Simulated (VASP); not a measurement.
A run of VASP 6.6.1 is set up as follows.

File INCAR:

```
PREC     = Accurate       # precision mode
ENCUT    = 600            # plane-wave cutoff, eV
EDIFF    = 1E-6           # SCF threshold, eV
ISMEAR   = -1             # smearing method
SIGMA    = 0.05           # smearing width, eV
LREAL    = False          # projectors in reciprocal space
LASPH    = True           # aspherical terms in the spheres
NELM     = 120            # most SCF steps
ALGO     = Normal         # electronic algorithm
ISIF     = 2              # what is computed and relaxed
LWAVE    = False          # write WAVECAR
LCHARG   = False          # write CHGCAR
GGA      = PE             # functional
NBANDS   = 16             # bands
GGA_COMPAT= False
```

Contents of KPOINTS:

```
regular mesh
0
Gamma
  10 10 7
```

POSCAR

```
TaO
1.0
    3.0035187638      0.0000000000      0.0000000000
   -1.5017642798      2.6011243821      0.0000000000
    0.0000000000      0.0000000000      3.7763240408
Ta O
1 1
Direct
    0.0000000000      0.0000000000      0.5000000000
    0.0000000000      0.0000000000      0.0000000000
```

Potentials or basis: VASP PAW PBE potentials, release 64 (Ta_pv, O).

Launch:

```console
$ cat potpaw_PBE.64/Ta_pv/POTCAR potpaw_PBE.64/O/POTCAR > POTCAR
$ mpirun -np 1 vasp_std > vasp.out
```

Estimate the pressure.

13.7 GPa.

Stress tensor (GPa, compression positive):
```
 5.17  0.00  0.00
 0.00  5.17  0.00
 0.00  0.00 30.66
```

Caveat: an odd number of electrons without spin polarisation forces a metal; a magnetic or distorted state may lie lower.
